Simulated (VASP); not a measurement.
Wanted: the native input for a VASP 6.6.1 run.

| Quantity | Value |
| --- | --- |
| Task | single point |
| Functional | PBE |
| Potentials or basis | VASP PAW PBE potentials, release 64 (Mg, Te, Zn) |
| Cutoff | 520 eV |
| k mesh | 8 × 8 × 8 |
| Occupations | fermi-dirac, width 0.02 eV |
| Spin | no spin polarisation |
| Dipole correction | no |
| Further INCAR settings | ALGO = Normal; EDIFF = 1e-06; NBANDS = 26 |

The structure of Mg2ZnTe3 lies in POSCAR:

```
Mg2ZnTe3
1.0
   -2.0895432767      2.0895432767      8.9006636488
    2.0895432767     -2.0895432767      8.9006636488
    2.0895432767      2.0895432767     -8.9006636488
Mg Te Zn
2 3 1
Direct
    0.8336734824      0.8336734824      0.0000000000
    0.1663265176      0.1663265176      0.0000000000
    0.6643497590      0.6643497590      0.0000000000
    0.0000000000      0.0000000000      0.0000000000
    0.3356502410      0.3356502410      0.0000000000
    0.5000000000      0.5000000000      0.0000000000
```

These files were run (other wordings do the same):

INCAR

```
ALGO = Normal
EDIFF = 1E-6
ENCUT = 520
GGA = PE
ISIF = 2
ISMEAR = -1
LASPH = T
LCHARG = T
LELF = T
LREAL = F
LVHAR = T
LWAVE = F
NBANDS = 26
NELM = 100
PREC = Accurate
SIGMA = 0.02
```

KPOINTS

```
k-points
0
Gamma
  8 8 8
```

Potentials or basis: VASP PAW PBE potentials, release 64 (Mg, Te, Zn).

Launch:

```bash
$ cat potpaw_PBE.64/Mg/POTCAR potpaw_PBE.64/Te/POTCAR potpaw_PBE.64/Zn/POTCAR > POTCAR
$ mpirun -np 1 vasp_std > vasp.out
```

It gave:

- Pressure: 0.0 GPa
- Largest force: 0.006 eV/Å
- Band gap on the k mesh: zero (bands 17 and 18 overlap by 0.42 eV)

Caveat: semilocal functionals underestimate gaps, so a narrow gap can read as zero; spin-orbit coupling is left out, which moves the levels of the heavy elements.

It took 14 min on 1 thread of Intel(R) Xeon(R) Platinum 8259CL CPU @ 2.50GHz (Skylake/Cascade Lake) (shared host), peak memory 0.82 GiB.
